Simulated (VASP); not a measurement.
# Ti in VASP: single point with PBE

Aim: the single point of Ti with PBE.

Program: VASP 6.6.1. These are calculated values, not measurements. Logs are shortened: lines on timing, memory, paths and dates and some standing lists are left out, and cuts for length are marked.

## 1. The cell of the first run

The cell holds a slab with vacuum, 16 atoms: a = 5.877 Å, b = 5.877 Å, c = 22.976 Å, α = 90.00°, β = 90.00°, γ = 120.00°.

## 2. Single point, PBE

INCAR reads:

```
ALGO = Normal
DIPOL = 0.5 0.5 0.500
EDIFF = 1E-7
ENCUT = 520
GGA = PE
IDIPOL = 3
ISIF = 2
ISMEAR = 0
LASPH = True
LCHARG = False
LDIPOL = True
LREAL = Auto
LWAVE = False
NBANDS = 110
NELM = 100
PREC = Accurate
SIGMA = 0.1
```

KPOINTS reads:

```
k-points
0
Gamma
  4 4 1
```

POSCAR reads:

```
Ti
1.0
    5.8769161223      0.0000000000      0.0000000000
   -2.9384580611      5.0895586578      0.0000000000
    0.0000000000      0.0000000000     22.9759510220
Ti
16
Direct
    0.3333333333      0.1666666667      0.3481901573
    0.3333333333      0.6666666667      0.3481901573
    0.8333333333      0.1666666667      0.3481901573
    0.8333333333      0.6666666667      0.3481901573
    0.1666666667      0.3333333333      0.4493967191
    0.1666666667      0.8333333333      0.4493967191
    0.6666666667      0.3333333333      0.4493967191
    0.6666666667      0.8333333333      0.4493967191
    0.3333333333      0.1666666667      0.5541904898
    0.3333333333      0.6666666667      0.5541904898
    0.8333333333      0.1666666667      0.5541904898
    0.8333333333      0.6666666667      0.5541904898
    0.1666666667      0.3333333333      0.6487186058
    0.1666666667      0.8333333333      0.6487186058
    0.6666666667      0.3333333333      0.6487186058
    0.6666666667      0.8333333333      0.6487186058
```

Potentials or basis: VASP PAW PBE potentials, release 64 (Ti_sv).

Started as:

```
> cat potpaw_PBE.64/Ti_sv/POTCAR > POTCAR
> mpirun -np 1 vasp_std > vasp.out
```

OUTCAR:

```text
EDIFF = 1E-7
   ENCUT = 520
   GGA = PE
   ISIF = 2
   ISMEAR = 0
   LASPH = True
   LREAL = Auto
   NELM = 100
   PREC = Accurate

 ion  position               nearest neighbor table
   1  0.333  0.167  0.348-   5 2.88   6 2.88   7 2.88
   2  0.333  0.667  0.348-   6 2.88   5 2.88   8 2.88
   3  0.833  0.167  0.348-   7 2.88   8 2.88   5 2.88
   4  0.833  0.667  0.348-   8 2.88   7 2.88   6 2.88
   5  0.167  0.333  0.449-   1 2.88   2 2.88   3 2.88
   6  0.167  0.833  0.449-   2 2.88   1 2.88   4 2.88
[... 8 lines left out ...]
  15  0.667  0.333  0.649-  11 2.76  12 2.76   9 2.76
  16  0.667  0.833  0.649-  12 2.76  11 2.76  10 2.76

  LATTYP: Found a hexagonal cell.
 ALAT       =     5.8769161223
 C/A-ratio  =     3.9095250883

  Lattice vectors:

 A1 = (   5.8769161223,   0.0000000000,   0.0000000000)
 A2 = (  -2.9384580611,   5.0895586578,   0.0000000000)
 A3 = (   0.0000000000,   0.0000000000,  22.9759510220)

Analysis of symmetry for initial positions (statically):
=====================================================================
 Subroutine PRICEL returns following result:

  LATTYP: Found a hexagonal cell.
 ALAT       =     2.9384580611
 C/A-ratio  =     7.8190501766

  Lattice vectors:

 A1 = (   2.9384580611,   0.0000000000,   0.0000000000)
 A2 = (  -1.4692290305,   2.5447793289,   0.0000000000)
 A3 = (   0.0000000000,   0.0000000000,  22.9759510220)

   4 primitive cells build up your supercell.

 Routine SETGRP: Setting up the symmetry group for a
 hexagonal supercell.

 Subroutine GETGRP returns: Found  6 space group operations
 (whereof  6 operations were pure point group operations)
 out of a pool of 24 trial point group operations.

The static configuration has the point symmetry C_3v.

Analysis of symmetry for dynamics (positions and initial velocities):
=====================================================================
 Subroutine PRICEL returns following result:

  LATTYP: Found a hexagonal cell.
 ALAT       =     2.9384580611
 C/A-ratio  =     7.8190501766

  Lattice vectors:

 A1 = (   2.9384580611,   0.0000000000,   0.0000000000)
 A2 = (  -1.4692290305,   2.5447793289,   0.0000000000)
 A3 = (   0.0000000000,   0.0000000000,  22.9759510220)

   4 primitive cells build up your supercell.

 Routine SETGRP: Setting up the symmetry group for a
 hexagonal supercell.

 Subroutine GETGRP returns: Found  6 space group operations
 (whereof  6 operations were pure point group operations)
 out of a pool of 24 trial point group operations.

The dynamic configuration has the point symmetry C_3v.

 Subroutine INISYM returns: Found  6 space group operations
 (whereof  6 operations are pure point group operations),
 and found     4 'primitive' translations

----------------------------------------------------------------------------------------

                                     Primitive cell

  volume of cell :     171.8079

  direct lattice vectors                    reciprocal lattice vectors
     2.938458061  0.000000000  0.000000000     0.340314539  0.196480691  0.000000000
    -1.469229031  2.544779329  0.000000000     0.000000000  0.392961381  0.000000000
     0.000000000  0.000000000 22.975951022     0.000000000  0.000000000  0.043523770

  length of vectors
     2.938458061  2.938458061 22.975951022     0.392961381  0.392961381  0.043523770

  position of ions in fractional coordinates (direct lattice)
     0.666666667  0.333333333  0.348190157
     0.333333333  0.666666667  0.449396719
     0.666666667  0.333333333  0.554190490
     0.333333333  0.666666667  0.648718606

  ion indices of the primitive-cell ions
   primitive index   ion index
                 1           1
                 2           5
                 3           9
                 4          13

----------------------------------------------------------------------------------------

 KPOINTS: k-points

Automatic generation of k-mesh.
 Grid dimensions read from file:
 generate k-points for:    4    4    1

 Generating k-lattice:

  Cartesian coordinates                     Fractional coordinates (reciprocal lattice)
     0.042539317  0.024560086  0.000000000     0.250000000  0.000000000  0.000000000
     0.000000000  0.049120173  0.000000000     0.000000000  0.250000000  0.000000000
     0.000000000  0.000000000  0.043523770     0.000000000  0.000000000  1.000000000

  Length of vectors
     0.049120173  0.049120173  0.043523770

  Shift w.r.t. Gamma in fractional coordinates (k-lattice)
     0.000000000  0.000000000  0.000000000

 Subroutine IBZKPT returns following result:
 ===========================================

 Found      4 irreducible k-points:

 Following reciprocal coordinates:
            Coordinates               Weight
  0.000000  0.000000  0.000000      1.000000
  0.250000  0.000000  0.000000      6.000000
  0.500000  0.000000  0.000000      3.000000
  0.250000  0.250000  0.000000      6.000000
   k-points           NKPTS =      4   k-points in BZ     NKDIM =      4   number of bands    NBANDS=    110
   number of dos      NEDOS =    301   number of ions     NIONS =     16
   total plane-waves  NPLWV = 414720
   dimension x,y,z NGX =    48 NGY =   48 NGZ =  180
   dimension x,y,z NGXF=    96 NGYF=   96 NGZF=  360
   ions per type =              16
   NGX,Y,Z   is equivalent  to a cutoff of  13.58, 13.58, 13.02 a.u.
   NGXF,Y,Z  is equivalent  to a cutoff of  27.16, 27.16, 26.05 a.u.
 SYSTEM =  unknown system
   PREC   = accura    normal or accurate (medium, high low for compatibility)
   ISTART =      0    job   : 0-new  1-cont  2-samecut
   ICHARG =      2    charge: 1-file 2-atom 10-const
   ISPIN  =      1    spin polarized calculation?
   LNONCOLLINEAR =      F non collinear calculations
   LSORBIT =      F    spin-orbit coupling
   LASPH  =      T    aspherical Exc in radial PAW
   ENCUT  =  520.0 eV  38.22 Ry    6.18 a.u.  10.93 10.93 42.72*2*pi/ulx,y,z
   NELM   =    100;   NELMIN=  2; NELMDL= -5     # of ELM steps
   EDIFF  = 0.1E-06   stopping-criterion for ELM
   LREAL  =      T    real-space projection
   EDIFFG = 0.1E-05   stopping-criterion for IOM
   NSW    =      0    number of steps for IOM
   IBRION =     -1    ionic relax: 0-MD 1-quasi-New 2-CG
   NFREE  =      0    steps in history (QN), initial steepest desc. (CG)
   ISIF   =      2    stress and relaxation
   ISYM   =      2    0-nonsym 1-usesym 2-fastsym
   POTIM  = 0.5000    time-step for ionic-motion
   TEBEG  =    0.0;   TEEND  =   0.0 temperature during run
   PSTRESS=    0.0 pullay stress
   NELECT =     192.0000    total number of electrons
   NUPDOWN=      -1.0000    fix difference up-down
   EMIN   =  10.00;   EMAX   =-10.00  energy-range for DOS
   EFERMI =   0.00;   METHOD = LEGACY
   ISMEAR =     0;   SIGMA  =   0.10  broadening in eV -4-tet -1-fermi 0-gaus
   EFERMI_NEDOS =   21; number of points for ismear=-14 and -15
   IALGO  =     38    algorithm
   IMIX   =      4    mixing-type and parameters
     AMIX     =   0.40;   BMIX     =  1.00
     AMIX_MAG =   1.60;   BMIX_MAG =  1.00
  volume/ion in A,a.u.               =      42.95       289.85
  Fermi-wavevector in a.u.,A,eV,Ry     =   1.070223  2.022428 15.583798  1.145377
  Thomas-Fermi vector in A             =   2.205926
   LORBIT       =      0    0 simple, 1 ext, 2 COOP (PROOUT), +10 PAW based schemes
   GGA     = PE    functional components
   LHFCALC =     F    Hartree Fock is set to
   AEXX    =    0.0000 exact exchange contribution
   IVDW    =     0    specifies the selected vdW correction
   LEPSILON=     F    determine dielectric tensor
   LRPA    =     F    only Hartree local field effects (RPA)
 non-spin polarized calculation
 Gauss-broadening in eV      SIGMA  =   0.10
  energy-cutoff  :      520.00
  volume of cell :      687.23
 maximum number of plane-waves:     18524
 NGX is ok and might be reduce to    48
   NGX = 21   NGY = 21   NGZ = 85

 dipolmoment           0.000000      0.000000      0.037075 electrons x Angstroem

 number of electron     191.9999951 magnetization

 dipolmoment           0.000000      0.000000     -0.011298 electrons x Angstroem

 Free energy of the ion-electron system (eV)
  ---------------------------------------------------
  ext. energy  EPLUGINS =         0.00000000
  ---------------------------------------------------
  free energy    TOTEN  =      -117.98034433 eV

  energy without entropy =     -117.82745941  energy(sigma->0) =     -117.90390187

 E-fermi :   0.8737     XC(G=0):  -5.5476

 val. band max:        0.8600263851   @ k =   0.2500   0.2500   0.0000
 cond. band min:       0.8874670841   @ k =   0.5000   0.0000   0.0000
 fundamental gap:      0.0274406989
 Fermi energy:         0.8737420875

 k-point     1 :       0.0000    0.0000    0.0000
  band No.  band energies     occupation
      1     -56.1041      2.00000
      2     -56.0408      2.00000
      3     -56.0290      2.00000
      4     -56.0290      2.00000
      5     -56.0290      2.00000
      6     -55.9559      2.00000
[... 100 lines left out ...]
    107       1.6936      0.00000
    108       1.6936      0.00000

 k-point     2 :       0.2500    0.0000    0.0000
  band No.  band energies     occupation
      1     -56.0932      2.00000
      2     -56.0400      2.00000
      3     -56.0290      2.00000
      4     -56.0290      2.00000
      5     -56.0286      2.00000
      6     -55.9685      2.00000
[... 100 lines left out ...]
    107       1.6194      0.00000
    108       1.6714      0.00000

 k-point     3 :       0.5000    0.0000    0.0000
  band No.  band energies     occupation
      1     -56.0667      2.00000
      2     -56.0667      2.00000
      3     -56.0290      2.00000
      4     -56.0290      2.00000
      5     -55.9987      2.00000
      6     -55.9987      2.00000
[... 100 lines left out ...]
    107       1.4674      0.00000
    108       1.4674      0.00000

 k-point     4 :       0.2500    0.2500    0.0000
  band No.  band energies     occupation
      1     -56.0745      2.00000
      2     -56.0479      2.00000
      3     -56.0479      2.00000
      4     -56.0212      2.00000
      5     -56.0075      2.00000
      6     -55.9774      2.00000
[... 100 lines left out ...]
    107       1.3304      0.00000
    108       1.3981      0.00000
 [bands above 108 left out]

------------------------ aborting loop because EDIFF is reached ----------------------------------------

 vacuum level on the upper side and lower side of the slab       (xc-potential included)        -0.130        -0.048

  FORCE on cell =-STRESS in cart. coord.  units (eV):
  Direction    XX          YY          ZZ          XY          YZ          ZX
  --------------------------------------------------------------------------------------
  -------------------------------------------------------------------------------------
  Total       -5.1594430     -5.1594430     -6.0139138     -0.0000000     -0.0000000     -0.0000000
  in kB      -12.0284673    -12.0284673    -14.0205376     -0.0000000     -0.0000000     -0.0000000
  external PRESSURE =     -12.6924907 kB  Pullay stress =       0.0000000 kB

 VOLUME and BASIS-vectors are now :
 -----------------------------------------------------------------------------
  energy-cutoff  :      520.00
  volume of cell :      687.23
      direct lattice vectors                 reciprocal lattice vectors
     5.876916122  0.000000000  0.000000000     0.170157269  0.098240345  0.000000000
    -2.938458061  5.089558658  0.000000000     0.000000000  0.196480691  0.000000000
     0.000000000  0.000000000 22.975951022     0.000000000  0.000000000  0.043523770

 POSITION                                       TOTAL-FORCE (eV/Angst)
 -----------------------------------------------------------------------------------
      1.46923      0.84826      8.00000        -0.000000     -0.000000      0.637696
     -0.00000      3.39304      8.00000        -0.000000     -0.000000      0.637696
      4.40769      0.84826      8.00000        -0.000000     -0.000000      0.637696
      2.93846      3.39304      8.00000        -0.000000      0.000000      0.637696
      0.00000      1.69652     10.32532         0.000000     -0.000000     -0.632743
     -1.46923      4.24130     10.32532         0.000000     -0.000000     -0.632743
[... 8 lines left out ...]
      2.93846      1.69652     14.90493        -0.000000      0.000000     -0.022958
      1.46923      4.24130     14.90493         0.000000      0.000000     -0.022958
 -----------------------------------------------------------------------------------
    total drift:                                0.000000     -0.000000      0.079912

  FREE ENERGIE OF THE ION-ELECTRON SYSTEM (eV)
  ---------------------------------------------------
  free  energy   TOTEN  =      -117.9803443336 eV

  energy  without entropy=     -117.8274594124  energy(sigma->0) =     -117.90390187

 vacuum level on the upper side and lower side of the slab         5.196         5.275
```

Run time: 35 min. Hardware: 1 thread of Intel Xeon 8259CL, shared host; peak memory 0.86 GiB.

What came out:

```
Free energy            : -117.9803 eV
Largest force          : 0.638 eV/Å
Band gap on the k mesh : zero (bands 96 and 97 overlap by 0.65 eV)
```

Forces on the atoms (eV/Å):
```
Ti   0.000  0.000  0.638
Ti   0.000  0.000  0.638
Ti   0.000  0.000  0.638
Ti   0.000  0.000  0.638
Ti   0.000  0.000 -0.633
Ti   0.000  0.000 -0.633
Ti   0.000  0.000 -0.633
Ti   0.000  0.000 -0.633
Ti   0.000  0.000  0.018
Ti   0.000  0.000  0.018
Ti   0.000  0.000  0.018
Ti   0.000  0.000  0.018
Ti   0.000  0.000 -0.023
Ti   0.000  0.000 -0.023
Ti   0.000  0.000 -0.023
Ti   0.000  0.000 -0.023
```
